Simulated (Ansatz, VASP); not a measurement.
CdSe in VASP and in Ansatz

```
Cd Se
1.0
     0.00000    3.07027    3.10097
     3.07027    0.00000    3.10097
     3.07027    3.07027    0.00000
Cd Se
1 1
Cartesian
  0.0000 0.0000 0.0000
  1.5351 1.5351 1.5505
```

Change from the starting cell: zz strain of +1 %, crystal datasets.

Alike in both runs: task electric field gradients; functional LDA; k mesh 8 × 8 × 8; occupations fermi-dirac, width 0.03 eV; no spin polarisation.

```csv
,VASP,Ansatz
version,VASP 6.6.1,Ansatz 0.2.0
potentials or method,"VASP PAW LDA potentials, release 64 (Cd, Se), cutoff 520 eV","all-electron PAW with datasets made for the crystal, scalar-relativistic"
```

```tsv
	VASP	Ansatz	Ansatz less VASP
pressure (GPa)	-3.3	-3.7	-0.34
traceless stress, the component that is largest in VASP (GPa)	-0.15	-0.15	-0.002
size of Vzz on the site where it differs most (V/Å²)	3.9	4.1	+0.14
```

LDA's correlation is that of Perdew and Zunger in VASP and of Perdew and Wang (1992) in Ansatz. Ansatz ran all-electron here, and VASP with PAW potentials.
